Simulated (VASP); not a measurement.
BiS, 2 atoms in the cell. It takes space group Pm-3m (No. 221, cubic). Conventional cell: a = 4.003 Å, b = 4.003 Å, c = 4.003 Å, α = 90.00°, β = 90.00°, γ = 90.00°. Within 4.6 Å of Bi (site symmetry m-3m) lie 8 S at 3.47 Å and 6 Bi at 4.00 Å. S (site symmetry m-3m) has 8 Bi at 3.47 Å and 6 S at 4.00 Å within 4.6 Å. 

```yaml
Program: VASP 6.6.1
Task: single point
Functional: r2SCAN0
Potentials_or_basis: VASP PAW PBE potentials, release 64 (Bi_d, S)
Cutoff: 520 eV
k_mesh: 4 × 4 × 4
Occupations: fermi-dirac, width 0.05 eV
Spin: no spin polarisation
Dipole_correction: no
Grid_for_exact_exchange_PRECFOCK: Normal
Further_INCAR_settings: ALGO = Normal; EDIFF = 1e-06; NBANDS = 18
```

Potentials or basis: VASP PAW PBE potentials, release 64 (Bi_d, S).

Command:

```bash
$ cat potpaw_PBE.64/Bi_d/POTCAR potpaw_PBE.64/S/POTCAR > POTCAR
$ cp INCAR.step1 INCAR
$ mpirun -np 1 vasp_std > vasp.out
$ cp INCAR.step2 INCAR
$ mpirun -np 1 vasp_std > vasp.out
```

Hardware: 1 thread of Intel(R) Xeon(R) Platinum 8488C (Sapphire Rapids) (shared host).

**Question.** Estimate the wall time of this run.

**Answer.** Wall time 5.8 min on 1 thread of Intel(R) Xeon(R) Platinum 8488C (Sapphire Rapids), on a shared host, peak memory 0.19 GiB. Counts: k points 10.
